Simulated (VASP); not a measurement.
Write the native input for VASP 6.6.1 that does the following.

- Task: single point
- Functional: PBE
- Potentials or basis: VASP PAW PBE potentials, release 64 (Nd_3, H), 4f in core
- Cutoff: 500 eV
- k mesh: 6 × 6 × 2
- Occupations: gaussian, width 0.1 eV
- Spin: no spin polarisation
- Dipole correction: no
- Mended: yes
- Further INCAR settings: ALGO = Normal; EDIFF = 1e-06; NBANDS = 25

The structure of Nd3H lies in POSCAR:

```
Nd3H
1.0
    3.6506368165      0.0000000034      0.0000000000
   -1.8253184112      3.1615442213      0.0000000000
    0.0000000000      0.0000000000      9.1756336434
Nd H
3 1
Direct
    0.6666666667      0.3333333333      0.5000000000
    0.3333333333      0.6666666667      0.1763382592
    0.3333333333      0.6666666667      0.8236617408
    0.6666666667      0.3333333333      0.0000000000
```

The cell was built from a structure type or drawn by symmetry, and may not be a known phase.

One way to write it, as run:

INCAR

```
SYSTEM = Nd3H
ALGO = Normal ; EDIFF = 1E-6
ENCUT = 500 ; GGA = PE
GGA_COMPAT = .FALSE. ; ISIF = 2
ISMEAR = 0 ; LASPH = .TRUE.
LCHARG = .TRUE. ; LELF = .TRUE.
LMAXMIX = 6 ; LREAL = .FALSE.
LVHAR = .TRUE. ; LWAVE = .FALSE.
NBANDS = 25 ; NELM = 200
PREC = Accurate ; SIGMA = 0.1
```

KPOINTS

```
k-points
0
G
  6 6 2
  0 0 0
```

Potentials or basis: VASP PAW PBE potentials, release 64 (Nd_3, H), 4f in core.

Run with:

```bash
$ cat potpaw_PBE.64/Nd_3/POTCAR potpaw_PBE.64/H/POTCAR > POTCAR
$ mpirun -np 1 vasp_std > vasp.out
```

It gave:

The pressure is 0.3 GPa, the largest force is 0.025 eV/Å and the band gap on the k mesh is zero (bands 17 and 18 overlap by 0.77 eV).

Caveat: spin-orbit coupling is left out, which moves the levels of the heavy elements; the 4f electrons are frozen in the core, so they carry no moment and show no levels.

It took 18 s on 1 thread of Intel(R) Xeon(R) 6975P-C (Granite Rapids), on a shared host, peak memory 0.22 GiB.
